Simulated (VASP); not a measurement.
HfN:

```xyz
2
Lattice="0.0000 2.2560 2.2560 2.2560 0.0000 2.2560 2.2560 2.2560 0.0000" Properties=species:S:1:pos:R:3 pbc="T T T"
Hf    0.0000    0.0000    0.0000
N     2.2560    2.2560    2.2560
```

* Program: VASP 6.6.1
* Task: relaxation of cell and atoms
* Functional: PBEsol
* Potentials or basis: VASP PAW PBE potentials, release 64 (Hf_pv, N)
* Cutoff: 600 eV
* k mesh: 12 × 12 × 12
* Occupations: fermi-dirac, width 0.1 eV
* Spin: no spin polarisation

At the start: pressure -4.2 GPa; volume 11.48 Å³/atom.

Problem. How do energy, volume and symmetry change on relaxing?

Solution. Over 3 steps the energy falls by 2.3 meV/atom and the volume is 11.31 Å³/atom (-1.5 %); space group Fm-3m (No. 225, to 0.1 Å) before and after.

Step by step:
```
step  energy change (eV)  largest force (eV/Å)  pressure (GPa)  volume (Å³)
   1              0.0000                0.0000           -4.23        22.96
   2              0.0134                0.0000            9.10        21.97
   3             -0.0046                0.0000           -0.03        22.63
```

Final structure:
```xyz
2
Lattice="0.0000 2.2448 2.2448 2.2448 0.0000 2.2448 2.2448 2.2448 0.0000" Properties=species:S:1:pos:R:3 pbc="T T T"
Hf    0.0000    0.0000    0.0000
N     2.2448    2.2448    2.2448
```

Caveat: the PAW data sets were made with another functional, which shifts forces and pressure a little; an odd number of electrons without spin polarisation forces a metal; a magnetic or distorted state may lie lower.
